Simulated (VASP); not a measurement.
Input of a VASP 6.6.1 run:

Contents of INCAR:

```
SYSTEM = Na
ALGO = Normal
EDIFF = 1E-6
ENCUT = 520
GGA = PE
ISIF = 2
ISMEAR = -1
LASPH = .True.
LCHARG = .True.
LELF = .True.
LREAL = .False.
LVHAR = .True.
LWAVE = .False.
NBANDS = 14
NELM = 80
PREC = Accurate
SIGMA = 0.1
```

Contents of KPOINTS:

```
k-points
0
Gamma
  12 12 7
  0 0 0
```

File POSCAR:

```
Na
1.0
    3.7647614770      0.0000000000      0.0000000000
   -1.8823807385      3.2603790782      0.0000000000
    0.0000000000      0.0000000000      6.1282743281
Na
2
Direct
    0.3333333333      0.6666666667      0.2500000000
    0.6666666667      0.3333333333      0.7500000000
```

Potentials or basis: VASP PAW PBE potentials, release 64 (Na_pv).

Run with:

```bash
$ cat potpaw_PBE.64/Na_pv/POTCAR > POTCAR
$ mpirun -np 1 vasp_std > vasp.out
```

Task: What does it give for the pressure?

Result: -0.1 GPa.

Task: Estimate the band gap on the k mesh.

Result: Zero (band 7 reaches 2.26 eV, above the bottom of band 8 at -1.63 eV).
